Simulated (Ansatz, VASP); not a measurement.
**Two plane-wave programs on Pt**

```xyz
1
Lattice="-1.5842 1.5842 1.5842 1.5842 -1.5842 1.5842 1.5842 1.5842 -1.5842" Properties=species:S:1:pos:R:3 pbc="T T T"
Pt    0.0000    0.0000    0.0000
```

Alike in both runs: task single point; functional PBE; k mesh 16 × 16 × 16; occupations gaussian, width 0.05 eV; no spin polarisation.

|  | VASP | Ansatz |
| --- | --- | --- |
| version | VASP 6.6.1 | Ansatz 0.2.0 |
| potentials or method | VASP PAW PBE potentials, release 64 (Pt), cutoff 520 eV | scalar-relativistic, plane waves, PAW |
| valence electrons in the cell | 10 | 18 |

Ansatz gave:

```
gap on the k mesh at the Fermi level (eV) : none
pressure (GPa)                            : -1.1
```

Problem. Which values does VASP return?

Solution. gap on the k mesh at the Fermi level (eV): none; pressure (GPa): -1.5.

A gap of «none» marks a metal or a gap that the smearing closes. VASP's potentials hold 10 valence electrons a cell and Ansatz's 18, so a difference there can come from the potentials and not from the codes.

Spin-orbit coupling is off throughout.
